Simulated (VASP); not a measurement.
# FeO (Fm-3m) in VASP: notebook, part 2 of 2

VASP 6.6.1. The steps go on from the part before.

### 3 Single point, PBE+D4, collinear spin, ferromagnetic start

This run uses another cell than the first one, of 9.84 Å³/atom.

Contents of INCAR:

```
PREC     = Accurate       # precision mode
ENCUT    = 520            # plane-wave cutoff, eV
EDIFF    = 1E-6           # SCF threshold, eV
ISMEAR   = -1             # smearing method
SIGMA    = 0.05           # smearing width, eV
LREAL    = F              # projectors in reciprocal space
LASPH    = T              # aspherical terms in the spheres
NELM     = 150            # most SCF steps
ALGO     = Normal         # electronic algorithm
ISIF     = 2              # what is computed and relaxed
LWAVE    = F              # write WAVECAR
LCHARG   = F              # write CHGCAR
ISPIN    = 2              # spin polarisation
MAGMOM   = 3 0            # initial moments
LORBIT   = 11             # projections on sites
LMAXMIX  = 4              # l up to which the mixer works
GGA      = PE             # functional
IVDW     = 13             # dispersion correction
NBANDS   = 18             # bands
```

Contents of KPOINTS:

```
Automatic mesh
0
Gamma
  11 11 11
```

Contents of POSCAR:

```
FeO
1.0
    0.0000000000      2.1428461556      2.1428461556
    2.1428461556      0.0000000000      2.1428461556
    2.1428461556      2.1428461556      0.0000000000
Fe O
1 1
Direct
    0.0000000000      0.0000000000      0.0000000000
    0.5000000000      0.5000000000      0.5000000000
```

Potentials or basis: VASP PAW PBE potentials, release 64 (Fe, O).

Run with:

```sh
> cat potpaw_PBE.64/Fe/POTCAR potpaw_PBE.64/O/POTCAR > POTCAR
> mpirun -np 1 vasp_std > vasp.out
```

Wall time 41 s (1 thread of Intel Xeon 8259CL, shared host); peak memory 0.17 GiB.

Results (log left out):

```yaml
Free_energy: -15.6134 eV
Pressure: 0.2 GPa
Band_gap_on_the_k_mesh: zero (filled and empty bands overlap)
Net_moment: 4.00 μB per cell
Site_moments: Fe +3.62; O +0.30 μB
Valence_electrons_inside_the_program's_atomic_spheres: Fe 6.76; O 5.00
Dispersion_energy_per_atom: -0.341 eV
```

Levels at points of the mesh, in eV from the Fermi level:
Spin up:
```csv
k point,band 7,band 8,band 9,band 10,band 11,band 12
"(0.00, 0.00, 0.00)",-3.86,-3.68,-3.68,0.19,15.53,17.18
```
Spin down:
| k point | band 1 | band 2 | band 3 | band 4 | band 5 | band 6 | band 7 | band 8 | band 9 | band 10 |
| --- | --- | --- | --- | --- | --- | --- | --- | --- | --- | --- |
| (0.00, 0.00, 0.00) | -20.33 | -3.29 | -3.29 | -3.29 | -0.76 | -0.76 | -0.76 | 0.19 | 0.19 | 0.99 |

Caveat: a cell with one magnetic atom can't hold antiferromagnetic order, which such compounds often take; semilocal functionals often make such compounds metallic where correlation or magnetic order opens a gap, which also shifts bond lengths.

### 4 Single point, RPBE, collinear spin, ferromagnetic start

Contents of INCAR:

```
SYSTEM = FeO
ALGO     = Normal         ! electronic algorithm
EDIFF    = 1E-6           ! SCF threshold, eV
ENCUT    = 520            ! plane-wave cutoff, eV
GGA      = RP             ! functional
ISIF     = 2              ! what is computed and relaxed
ISMEAR   = 0              ! smearing method
ISPIN    = 2              ! spin polarisation
LASPH    = .TRUE.         ! aspherical terms in the spheres
LCHARG   = .TRUE.         ! write CHGCAR
LELF     = .TRUE.         ! ELF
LMAXMIX  = 4              ! l up to which the mixer works
LORBIT   = 11             ! projections on sites
LREAL    = .FALSE.        ! projectors in reciprocal space
LVHAR    = .TRUE.       
LWAVE    = .FALSE.        ! write WAVECAR
MAGMOM   = 3 0            ! initial moments
NBANDS   = 18             ! bands
NELM     = 150            ! most SCF steps
PREC     = Accurate       ! precision mode
SIGMA    = 0.05           ! smearing width, eV
```

Contents of KPOINTS:

```
k-points
0
G
  11 11 11
  0 0 0
```

Contents of POSCAR:

```
FeO
1.0
    0.0000000000      2.1554000000      2.1554000000
    2.1554000000      0.0000000000      2.1554000000
    2.1554000000      2.1554000000      0.0000000000
Fe O
1 1
Direct
    0.0000000000      0.0000000000      0.0000000000
    0.5000000000      0.5000000000      0.5000000000
```

Run with:

```sh
> cat potpaw_PBE.64/Fe/POTCAR potpaw_PBE.64/O/POTCAR > POTCAR
> mpirun -np 1 vasp_std > vasp.out
```

Run time: 61 s. Hardware: 1 thread of Intel Xeon 8259CL, shared host; peak memory 0.17 GiB.

It converged, with:

```yaml
Free_energy: -14.1200 eV
Pressure: 5.3 GPa
Band_gap_on_the_k_mesh: zero (filled and empty bands overlap)
Net_moment: 4.00 μB per cell
Site_moments: Fe +3.63; O +0.30 μB
Valence_electrons_inside_the_program's_atomic_spheres: Fe 6.72; O 5.01
```

Levels at points of the mesh, in eV from the Fermi level:
Spin up:
```csv
k point,band 5,band 6,band 7,band 8,band 9,band 10,band 11,band 12,band 13,band 14
"(0.00, 0.00, 0.00)",-3.83,-3.83,-3.83,-3.76,-3.76,0.09,15.50,17.04,17.04,17.04
```
Spin down:
```
           k point  band 3  band 4  band 5  band 6  band 7  band 8
(0.00, 0.00, 0.00)   -3.27   -3.27   -0.73   -0.73   -0.73    0.24
```

Caveat: the cell stands under pressure; the PAW data sets were made with another functional, which shifts forces and pressure a little; a cell with one magnetic atom can't hold antiferromagnetic order, which such compounds often take; semilocal functionals often make such compounds metallic where correlation or magnetic order opens a gap, which also shifts bond lengths. With open d or f shells a metallic result of RPBE can be an artefact of self-interaction; +U or a hybrid may open a gap.

### 5 Single point, PBE, collinear spin, ferromagnetic start

Contents of INCAR:

```
SYSTEM = FeO
PREC     = Accurate       ! precision mode
ENCUT    = 520            ! plane-wave cutoff, eV
EDIFF    = 1E-6           ! SCF threshold, eV
ISMEAR   = 0              ! smearing method
SIGMA    = 0.014          ! smearing width, eV
LREAL    = .False.        ! projectors in reciprocal space
LASPH    = .True.         ! aspherical terms in the spheres
NELM     = 150            ! most SCF steps
ALGO     = Normal         ! electronic algorithm
ISIF     = 2              ! what is computed and relaxed
LWAVE    = .False.        ! write WAVECAR
LCHARG   = .False.        ! write CHGCAR
ISPIN    = 2              ! spin polarisation
MAGMOM   = 3 0            ! initial moments
LORBIT   = 11             ! projections on sites
LMAXMIX  = 4              ! l up to which the mixer works
GGA      = PE             ! functional
NBANDS   = 18             ! bands
```

Contents of KPOINTS:

```
regular mesh
0
Gamma
  11 11 11
  0 0 0
```

POSCAR is that of step 4.

Run with:

```sh
> cat potpaw_PBE.64/Fe/POTCAR potpaw_PBE.64/O/POTCAR > POTCAR
> mpirun -np 1 vasp_std > vasp.out
```

Wall time 76 s (1 thread of Intel Xeon 8259CL, shared host); peak memory 0.17 GiB.

Results (log left out):

```
Free energy                                           : -14.9296 eV
Pressure                                              : -0.2 GPa
Band gap on the k mesh                                : zero (filled and empty bands overlap)
Net moment                                            : 4.00 μB per cell
Site moments                                          : Fe +3.62; O +0.30 μB
Valence electrons inside the program's atomic spheres : Fe 6.73; O 4.99
```

Levels at points of the mesh, in eV from the Fermi level:
Spin up:
```csv
k point,band 7,band 8,band 9,band 10,band 11,band 12
"(0.00, 0.00, 0.00)",-3.80,-3.68,-3.68,0.09,15.47,17.03
```
Spin down:
```csv
k point,band 3,band 4,band 5,band 6,band 7,band 8
"(0.00, 0.00, 0.00)",-3.24,-3.24,-0.74,-0.74,-0.74,0.19
```

Caveat: a cell with one magnetic atom can't hold antiferromagnetic order, which such compounds often take; semilocal functionals often make such compounds metallic where correlation or magnetic order opens a gap, which also shifts bond lengths.

### 6 Single point, RPBE, collinear spin, ferromagnetic start

This run uses another cell than the first one, of 10.31 Å³/atom.

Contents of INCAR:

```
PREC = Accurate
ENCUT = 520
EDIFF = 1E-6
ISMEAR = -1
SIGMA = 0.05
LREAL = False
LASPH = True
NELM = 150
ALGO = Normal
ISIF = 2
LWAVE = False
LCHARG = False
ISPIN = 2
MAGMOM = 3 0
LORBIT = 11
LMAXMIX = 4
GGA = RP
NBANDS = 18
```

Contents of KPOINTS:

```
regular mesh
0
Gamma
  11 11 11
```

Contents of POSCAR:

```
FeO
1.0
    0.0000000000      2.1764567171      2.1764567171
    2.1764567171      0.0000000000      2.1764567171
    2.1764567171      2.1764567171      0.0000000000
Fe O
1 1
Direct
    0.0000000000      0.0000000000      0.0000000000
    0.5000000000      0.5000000000      0.5000000000
```

Potentials or basis: VASP PAW PBE potentials, release 64 (Fe, O).

Run with:

```sh
> cat potpaw_PBE.64/Fe/POTCAR potpaw_PBE.64/O/POTCAR > POTCAR
> mpirun -np 1 vasp_std > vasp.out
```

It took 70 s on 1 thread of Intel Xeon 8259CL, shared host; peak memory 0.17 GiB.

Results (log left out):

- Free energy: -14.1360 eV
- Pressure: 0.1 GPa
- Band gap on the k mesh: zero (filled and empty bands overlap)
- Net moment: 4.00 μB per cell
- Site moments: Fe +3.63; O +0.29 μB
- Valence electrons inside the program's atomic spheres: Fe 6.67; O 4.99

Levels at points of the mesh, in eV from the Fermi level:
Spin up:
| k point | band 5 | band 6 | band 7 | band 8 | band 9 | band 10 | band 11 | band 12 | band 13 | band 14 |
| --- | --- | --- | --- | --- | --- | --- | --- | --- | --- | --- |
| (0.00, 0.00, 0.00) | -3.75 | -3.75 | -3.73 | -3.73 | -3.73 | -0.06 | 15.40 | 16.81 | 16.81 | 16.81 |
Spin down:
```tsv
k point	band 3	band 4	band 5	band 6	band 7	band 8
(0.00, 0.00, 0.00)	-3.18	-3.18	-0.69	-0.69	-0.69	0.25
```

Caveat: the PAW data sets were made with another functional, which shifts forces and pressure a little; a cell with one magnetic atom can't hold antiferromagnetic order, which such compounds often take; semilocal functionals often make such compounds metallic where correlation or magnetic order opens a gap, which also shifts bond lengths.

### 7 Overview

```csv
task,level,cell,cutoff (eV),smearing,gap on the mesh (eV),pressure (GPa),moment (μB)
relaxation of cell and atoms,RPBE+D3(BJ),"relaxed from a = 3.048 Å, angles 60.0°, 2 atoms",600,fermi-dirac 0.05 eV,none,-0.1,4.00
single point,PBE+D4,"a = 3.030 Å, angles 60.0°, 2 atoms",520,fermi-dirac 0.05 eV,none,0.2,4.00
single point,RPBE,"a = 3.048 Å, angles 60.0°, 2 atoms",520,gaussian 0.05 eV,none,5.3,4.00
single point,PBE,"a = 3.048 Å, angles 60.0°, 2 atoms",520,gaussian 0.014 eV,none,-0.2,4.00
single point,RPBE,"a = 3.078 Å, angles 60.0°, 2 atoms",520,fermi-dirac 0.05 eV,none,0.1,4.00
```

Alike in all rows: potentials or basis VASP PAW PBE potentials, release 64 (Fe, O); spin collinear, ferromagnetic start; k mesh 11 × 11 × 11.

Caveats: a cell with one magnetic atom can't hold antiferromagnetic order, which such compounds often take; semilocal functionals often make such compounds metallic where correlation or magnetic order opens a gap, which also shifts bond lengths; the PAW data sets were made with another functional, which shifts forces and pressure a little (at least some runs); the cell stands under pressure (at least some runs).

Total energies depend on the potentials used, so only differences within one code and one set of settings carry meaning.

### 8 Against experiment

Step 3. Measured gap of FeO: 2.4 eV (optical; quoted in “W\"ustite: Electric, thermodynamic and optical properties of FeO”, 2012, arxiv:1203.1201). This calculation gives 0.00 eV (-2.40 eV). So large a miss can be the level of theory's own, or it may mean another phase, state or a wrong row. The value is that of PBE+D4 on a finite k mesh, which can miss the band edges, without temperature or zero-point motion. Semilocal functionals fall short of measured gaps as a rule. The run's magnetic order (collinear spin, ferromagnetic start) needn't be the measured crystal's.

Step 5. A measured gap of FeO is 2.4 eV (optical; quoted in “W\"ustite: Electric, thermodynamic and optical properties of FeO”, 2012, arxiv:1203.1201); the calculated 0.00 eV misses it by -2.40 eV. So large a miss can be the level of theory's own, or it may mean another phase, state or a wrong row. The value is that of PBE on a finite k mesh, which can miss the band edges, without temperature or zero-point motion. Semilocal functionals fall short of measured gaps as a rule. The run's magnetic order (collinear spin, ferromagnetic start) needn't be the measured crystal's.

Step 6. Measured gap of FeO: 2.4 eV (optical; quoted in “W\"ustite: Electric, thermodynamic and optical properties of FeO”, 2012, arxiv:1203.1201). This calculation gives 0.00 eV (-2.40 eV). So large a miss can be the level of theory's own, or it may mean another phase, state or a wrong row. The value is that of RPBE on a finite k mesh, which can miss the band edges, without temperature or zero-point motion. Semilocal functionals fall short of measured gaps as a rule. The run's magnetic order (collinear spin, ferromagnetic start) needn't be the measured crystal's.
